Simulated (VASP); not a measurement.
Input of a VASP 6.6.1 run:

File POSCAR:

```
BN
1.0
    0.0000000000      1.8048137558      1.8048137558
    1.8048137558      0.0000000000      1.8048137558
    1.8048137558      1.8048137558      0.0000000000
B N
1 1
Direct
    0.0000000000      0.0000000000      0.0000000000
    0.7500000000      0.7500000000      0.7500000000
```

INCAR.step1

```
SYSTEM = BN
PREC = Accurate ; ENCUT = 520
ISMEAR = 0 ; SIGMA = 0.05
LREAL = .False. ; LASPH = .True.
NELM = 80 ; NBANDS = 11
GGA = PE ; ALGO = Normal
EDIFF = 1E-4 ; LWAVE = .True.
LCHARG = .False.
```

INCAR.step2

```
SYSTEM = BN
PREC = Accurate ; ENCUT = 520
EDIFF = 1E-6 ; ISMEAR = 0
SIGMA = 0.05 ; LREAL = .False.
LASPH = .True. ; NELM = 80
ALGO = Normal ; ISIF = 2
LWAVE = .False. ; LCHARG = .False.
METAGGA = R2SCAN ; LMIXTAU = .True.
NBANDS = 11 ; ISTART = 1
```

KPOINTS

```
Automatic mesh
0
Gamma
  12 12 12
  0 0 0
```

Potentials or basis: VASP PAW PBE potentials, release 64 (B, N).

Command:

```console
$ cat potpaw_PBE.64/B/POTCAR potpaw_PBE.64/N/POTCAR > POTCAR
$ cp INCAR.step1 INCAR
$ mpirun -np 1 vasp_std > vasp.out
$ cp INCAR.step2 INCAR
$ mpirun -np 1 vasp_std > vasp.out
```

**Question.** Estimate the band gap on the k mesh.

**Answer.** 4.98 eV, indirect (least direct gap 9.55 eV).

**Question.** Estimate the pressure.

**Answer.** 1.2 GPa.

Caveat: the PAW data sets were made with another functional, which shifts forces and pressure a little. r2SCAN opens gaps a little over a GGA but as a rule still falls short of measured ones.
